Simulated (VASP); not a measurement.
# Te2Mo in VASP: single point with LDA

Aim: the single point of Te2Mo with LDA.

Program: VASP 6.6.1. These are calculated values, not measurements. Logs are shortened: lines on timing, memory, paths and dates and some standing lists are left out, and cuts for length are marked.

## (1) The cell of the first run

The cell holds a slab with vacuum, 3 atoms: a = 3.560 Å, b = 3.560 Å, c = 17.524 Å, α = 90.00°, β = 90.00°, γ = 120.00°.

## (2) Single point, LDA (atom 3 (Mo) moved by (-0.100, -0.200) A along x and z)

Input file INCAR:

```
SYSTEM = Te2Mo
PREC = Accurate ; ENCUT = 520
EDIFF = 1E-6 ; ISMEAR = 0
SIGMA = 0.05 ; LREAL = .FALSE.
LASPH = .TRUE. ; NELM = 80
ALGO = Normal ; ISIF = 2
LWAVE = .FALSE. ; LCHARG = .FALSE.
GGA = CA ; NBANDS = 20
```

Input file KPOINTS:

```
regular mesh
0
G
  12 12 2
  0 0 0
```

Input file POSCAR:

```
Te2Mo
1.0
    3.5602328140      0.0000000000      0.0000000000
   -1.7801164070      3.0832520603      0.0000000000
    0.0000000000      0.0000000000     17.5240578200
Te Mo
2 1
Direct
    0.3333333333      0.6666666667      0.8978554500
    0.3333333333      0.6666666667      0.1021445500
   -0.0280880508      0.0000000000     -0.0114128818
```

Potentials or basis: VASP PAW LDA potentials, release 64 (Te, Mo_sv).

Launch:

```sh
cat potpaw_LDA.64/Te/POTCAR potpaw_LDA.64/Mo_sv/POTCAR > POTCAR
mpirun -np 1 vasp_std > vasp.out
```

OUTCAR:

```text
SYSTEM = Te2Mo
   PREC = Accurate
   ENCUT = 520
   EDIFF = 1E-6
   ISMEAR = 0
   LREAL = .FALSE.
   LASPH = .TRUE.
   NELM = 80
   ISIF = 2
   GGA = CA

 ion  position               nearest neighbor table
   1  0.333  0.667  0.898-   3 2.53   3 2.60   3 2.67   2 3.58
   2  0.333  0.667  0.102-   3 2.80   3 2.86   3 2.92   1 3.58
   3  0.972  0.000  0.989-   1 2.53   1 2.60   1 2.67   2 2.80   2 2.86   2 2.92

  LATTYP: Found a hexagonal cell.
 ALAT       =     3.5602328140
 C/A-ratio  =     4.9221662558

  Lattice vectors:

 A1 = (   3.5602328140,   0.0000000000,   0.0000000000)
 A2 = (  -1.7801164070,   3.0832520603,   0.0000000000)
 A3 = (   0.0000000000,   0.0000000000,  17.5240578200)

Analysis of symmetry for initial positions (statically):
=====================================================================
 Subroutine PRICEL returns:
 Original cell was already a primitive cell.

 Routine SETGRP: Setting up the symmetry group for a
 hexagonal supercell.

 Subroutine GETGRP returns: Found  1 space group operations
 (whereof  1 operations were pure point group operations)
 out of a pool of 24 trial point group operations.

The static configuration has the point symmetry C_1 .

Analysis of symmetry for dynamics (positions and initial velocities):
=====================================================================
 Subroutine PRICEL returns:
 Original cell was already a primitive cell.

 Routine SETGRP: Setting up the symmetry group for a
 hexagonal supercell.

 Subroutine GETGRP returns: Found  1 space group operations
 (whereof  1 operations were pure point group operations)
 out of a pool of 24 trial point group operations.

The dynamic configuration has the point symmetry C_1 .

 Subroutine INISYM returns: Found  1 space group operations
 (whereof  1 operations are pure point group operations),
 and found     1 'primitive' translations

----------------------------------------------------------------------------------------

                                     Primitive cell

  volume of cell :     192.3633

  direct lattice vectors                    reciprocal lattice vectors
     3.560232814  0.000000000  0.000000000     0.280880508  0.162166437  0.000000000
    -1.780116407  3.083252060  0.000000000     0.000000000  0.324332873  0.000000000
     0.000000000  0.000000000 17.524057820     0.000000000  0.000000000  0.057064409

  length of vectors
     3.560232814  3.560232814 17.524057820     0.324332873  0.324332873  0.057064409

  position of ions in fractional coordinates (direct lattice)
     0.333333333  0.666666667  0.897855450
     0.333333333  0.666666667  0.102144550
     0.971911949  0.000000000  0.988587118

  ion indices of the primitive-cell ions
   primitive index   ion index
                 1           1
                 2           2
                 3           3

----------------------------------------------------------------------------------------

 KPOINTS: regular mesh

Automatic generation of k-mesh.
 Grid dimensions read from file:
 generate k-points for:   12   12    2

 Generating k-lattice:

  Cartesian coordinates                     Fractional coordinates (reciprocal lattice)
     0.023406709  0.013513870  0.000000000     0.083333333  0.000000000  0.000000000
     0.000000000  0.027027739  0.000000000     0.000000000  0.083333333  0.000000000
     0.000000000  0.000000000  0.028532204     0.000000000  0.000000000  0.500000000

  Length of vectors
     0.027027739  0.027027739  0.028532204

  Shift w.r.t. Gamma in fractional coordinates (k-lattice)
     0.000000000  0.000000000  0.000000000

 Subroutine IBZKPT returns following result:
 ===========================================

 Found    148 irreducible k-points:

 Following reciprocal coordinates:
            Coordinates               Weight
  0.000000  0.000000  0.000000      1.000000
  0.083333  0.000000  0.000000      2.000000
  0.000000  0.083333  0.000000      2.000000
 -0.083333  0.083333  0.000000      2.000000
  0.166667  0.000000  0.000000      2.000000
  0.000000  0.166667  0.000000      2.000000
[... 16 lines left out ...]
  0.166667  0.083333  0.000000      2.000000
 -0.083333  0.250000  0.000000      2.000000
 [... further k-points ...]
   k-points           NKPTS =    148   k-points in BZ     NKDIM =    148   number of bands    NBANDS=     20
   number of dos      NEDOS =    301   number of ions     NIONS =      3
   total plane-waves  NPLWV = 109760
   dimension x,y,z NGX =    28 NGY =   28 NGZ =  140
   dimension x,y,z NGXF=    56 NGYF=   56 NGZF=  280
   ions per type =               2   1
   NGX,Y,Z   is equivalent  to a cutoff of  13.07, 13.07, 13.28 a.u.
   NGXF,Y,Z  is equivalent  to a cutoff of  26.15, 26.15, 26.56 a.u.
 SYSTEM =  Te2Mo
   PREC   = accura    normal or accurate (medium, high low for compatibility)
   ISTART =      0    job   : 0-new  1-cont  2-samecut
   ICHARG =      2    charge: 1-file 2-atom 10-const
   ISPIN  =      1    spin polarized calculation?
   LNONCOLLINEAR =      F non collinear calculations
   LSORBIT =      F    spin-orbit coupling
   LASPH  =      T    aspherical Exc in radial PAW
   ENCUT  =  520.0 eV  38.22 Ry    6.18 a.u.   6.62  6.62 32.58*2*pi/ulx,y,z
   NELM   =     80;   NELMIN=  2; NELMDL= -5     # of ELM steps
   EDIFF  = 0.1E-05   stopping-criterion for ELM
   LREAL  =      F    real-space projection
   EDIFFG = 0.1E-04   stopping-criterion for IOM
   NSW    =      0    number of steps for IOM
   IBRION =     -1    ionic relax: 0-MD 1-quasi-New 2-CG
   NFREE  =      0    steps in history (QN), initial steepest desc. (CG)
   ISIF   =      2    stress and relaxation
   ISYM   =      2    0-nonsym 1-usesym 2-fastsym
   POTIM  = 0.5000    time-step for ionic-motion
   TEBEG  =    0.0;   TEEND  =   0.0 temperature during run
   PSTRESS=    0.0 pullay stress
   NELECT =      26.0000    total number of electrons
   NUPDOWN=      -1.0000    fix difference up-down
   EMIN   =  10.00;   EMAX   =-10.00  energy-range for DOS
   EFERMI =   0.00;   METHOD = LEGACY
   ISMEAR =     0;   SIGMA  =   0.05  broadening in eV -4-tet -1-fermi 0-gaus
   EFERMI_NEDOS =   21; number of points for ismear=-14 and -15
   IALGO  =     38    algorithm
   IMIX   =      4    mixing-type and parameters
     AMIX     =   0.40;   BMIX     =  1.00
     AMIX_MAG =   1.60;   BMIX_MAG =  1.00
  volume/ion in A,a.u.               =      64.12       432.71
  Fermi-wavevector in a.u.,A,eV,Ry     =   0.840153  1.587660  9.603777  0.705858
  Thomas-Fermi vector in A             =   1.954489
   LORBIT       =      0    0 simple, 1 ext, 2 COOP (PROOUT), +10 PAW based schemes
   GGA     = CA    functional components
   LHFCALC =     F    Hartree Fock is set to
   AEXX    =    0.0000 exact exchange contribution
   IVDW    =     0    specifies the selected vdW correction
   LEPSILON=     F    determine dielectric tensor
   LRPA    =     F    only Hartree local field effects (RPA)
 non-spin polarized calculation
 Gauss-broadening in eV      SIGMA  =   0.05
  energy-cutoff  :      520.00
  volume of cell :      192.36
 maximum number of plane-waves:      5262
   NGX = 13   NGY = 13   NGZ = 65

 number of electron      26.0000001 magnetization

 Free energy of the ion-electron system (eV)
  ---------------------------------------------------
  ext. energy  EPLUGINS =         0.00000000
  ---------------------------------------------------
  free energy    TOTEN  =       -19.92441510 eV

  energy without entropy =      -19.92441510  energy(sigma->0) =      -19.92441510

 E-fermi :   0.2894     XC(G=0):  -4.8308

 val. band max:       -0.0471341667   @ k =  -0.0833   0.1667   0.0000
 cond. band min:       0.7809646785   @ k =   0.3333   0.3333   0.0000
 fundamental gap:      0.8280988452
 Fermi energy:         0.2894091895

 k-point     1 :       0.0000    0.0000    0.0000
  band No.  band energies     occupation
      1     -60.4445      2.00000
      2     -34.7972      2.00000
      3     -34.7052      2.00000
      4     -34.6696      2.00000
      5     -12.7051      2.00000
      6     -11.7306      2.00000
[... 12 lines left out ...]
     19       4.8442      0.00000
     20       5.5394      0.00000

 k-point     2 :       0.0833    0.0000    0.0000
  band No.  band energies     occupation
      1     -60.4438      2.00000
      2     -34.7954      2.00000
      3     -34.7130      2.00000
      4     -34.6720      2.00000
      5     -12.6116      2.00000
      6     -11.6688      2.00000
[... 12 lines left out ...]
     19       4.9715      0.00000
     20       5.7441      0.00000

 k-point     3 :       0.0000    0.0833    0.0000
  band No.  band energies     occupation
      1     -60.4438      2.00000
      2     -34.7955      2.00000
      3     -34.7110      2.00000
      4     -34.6739      2.00000
      5     -12.6127      2.00000
      6     -11.6670      2.00000
[... 12 lines left out ...]
     19       4.9686      0.00000
     20       5.7497      0.00000

 k-point     4 :      -0.0833    0.0833    0.0000
  band No.  band energies     occupation
      1     -60.4439      2.00000
      2     -34.7956      2.00000
      3     -34.7073      2.00000
      4     -34.6772      2.00000
      5     -12.6142      2.00000
      6     -11.6650      2.00000
[... 12 lines left out ...]
     19       4.9636      0.00000
     20       5.7501      0.00000

 k-point     5 :       0.1667    0.0000    0.0000
  band No.  band energies     occupation
      1     -60.4421      2.00000
      2     -34.7909      2.00000
      3     -34.7345      2.00000
      4     -34.6779      2.00000
      5     -12.3411      2.00000
      6     -11.4900      2.00000
[... 12 lines left out ...]
     19       5.2943      0.00000
     20       6.0766      0.00000

 k-point     6 :       0.0000    0.1667    0.0000
  band No.  band energies     occupation
      1     -60.4422      2.00000
      2     -34.7909      2.00000
      3     -34.7288      2.00000
      4     -34.6832      2.00000
      5     -12.3456      2.00000
      6     -11.4829      2.00000
[... 12 lines left out ...]
     19       5.2879      0.00000
     20       6.0758      0.00000

 k-point     7 :      -0.1667    0.1667    0.0000
  band No.  band energies     occupation
      1     -60.4422      2.00000
      2     -34.7914      2.00000
      3     -34.7144      2.00000
      4     -34.6967      2.00000
      5     -12.3514      2.00000
      6     -11.4746      2.00000
[... 12 lines left out ...]
     19       5.2762      0.00000
     20       6.0713      0.00000
[... 277 lines left out ...]
 k-point    20 :       0.0833    0.0833    0.0000
  band No.  band energies     occupation
      1     -60.4427      2.00000
      2     -34.7922      2.00000
      3     -34.7282      2.00000
      4     -34.6757      2.00000
      5     -12.4294      2.00000
      6     -11.5484      2.00000
[... 12 lines left out ...]
     19       5.2001      0.00000
     20       6.0023      0.00000

 k-point    21 :      -0.0833    0.1667    0.0000
  band No.  band energies     occupation
      1     -60.4427      2.00000
      2     -34.7925      2.00000
      3     -34.7138      2.00000
      4     -34.6891      2.00000
      5     -12.4367      2.00000
      6     -11.5374      2.00000
[... 12 lines left out ...]
     19       5.1792      0.00000
     20       6.0028      0.00000

 k-point    22 :      -0.1667    0.0833    0.0000
  band No.  band energies     occupation
      1     -60.4427      2.00000
      2     -34.7925      2.00000
      3     -34.7206      2.00000
      4     -34.6825      2.00000
      5     -12.4335      2.00000
      6     -11.5425      2.00000
[... 12 lines left out ...]
     19       5.1893      0.00000
     20       6.0014      0.00000

 k-point    23 :       0.1667    0.0833    0.0000
  band No.  band energies     occupation
      1     -60.4406      2.00000
      2     -34.7876      2.00000
      3     -34.7533      2.00000
      4     -34.6823      2.00000
      5     -12.0854      2.00000
      6     -11.3232      2.00000
[... 12 lines left out ...]
     19       5.6083      0.00000
     20       6.3894      0.00000

 k-point    24 :      -0.0833    0.2500    0.0000
  band No.  band energies     occupation
      1     -60.4408      2.00000
      2     -34.7873      2.00000
      3     -34.7357      2.00000
      4     -34.6990      2.00000
      5     -12.0994      2.00000
      6     -11.3006      2.00000
[... 12 lines left out ...]
     19       5.5761      0.00000
     20       6.3860      0.00000

 [... further k-points ...]

------------------------ aborting loop because EDIFF is reached ----------------------------------------

  FORCE on cell =-STRESS in cart. coord.  units (eV):
  Direction    XX          YY          ZZ          XY          YZ          ZX
  --------------------------------------------------------------------------------------
  -------------------------------------------------------------------------------------
  Total       -1.2562137     -1.2362035      0.0450212      0.8226586      0.1001158      0.7850715
  in kB      -10.4628984    -10.2962349      0.3749777      6.8518547      0.8338564      6.5387944
  external PRESSURE =      -6.7947185 kB  Pullay stress =       0.0000000 kB

 VOLUME and BASIS-vectors are now :
 -----------------------------------------------------------------------------
  energy-cutoff  :      520.00
  volume of cell :      192.36
      direct lattice vectors                 reciprocal lattice vectors
     3.560232814  0.000000000  0.000000000     0.280880508  0.162166437  0.000000000
    -1.780116407  3.083252060  0.000000000     0.000000000  0.324332873  0.000000000
     0.000000000  0.000000000 17.524057820     0.000000000  0.000000000  0.057064409

 POSITION                                       TOTAL-FORCE (eV/Angst)
 -----------------------------------------------------------------------------------
     -0.00000      2.05550     15.73407        -1.022615     -0.064134     -2.342139
     -0.00000      2.05550      1.78999        -0.422616     -0.000972     -1.842071
      3.46023      0.00000     17.32406         1.445231      0.065106      4.184211
 -----------------------------------------------------------------------------------
    total drift:                                0.000132      0.000001      0.000314

  FREE ENERGIE OF THE ION-ELECTRON SYSTEM (eV)
  ---------------------------------------------------
  free  energy   TOTEN  =       -19.9244151040 eV

  energy  without entropy=      -19.9244151040  energy(sigma->0) =      -19.92441510
```

Run time: 21 min. Hardware: 1 thread of Intel Xeon 8259CL, shared host; peak memory 0.67 GiB.

Results:

```yaml
Free_energy: -19.9244 eV
Largest_force: 4.427 eV/Å
Band_gap_on_the_k_mesh: 0.83 eV (least direct gap 1.07 eV)
```

Forces on the atoms (eV/Å):
```
Te  -1.023 -0.064 -2.342
Te  -0.423 -0.001 -1.842
Mo   1.445  0.065  4.184
```

Caveat: the cell differs from its parent crystal (atom 3 (Mo) moved by (-0.100, -0.200) A along x and z); there is no dipole correction, which matters where the two faces differ; spin-orbit coupling is left out, which moves the levels of the heavy elements.
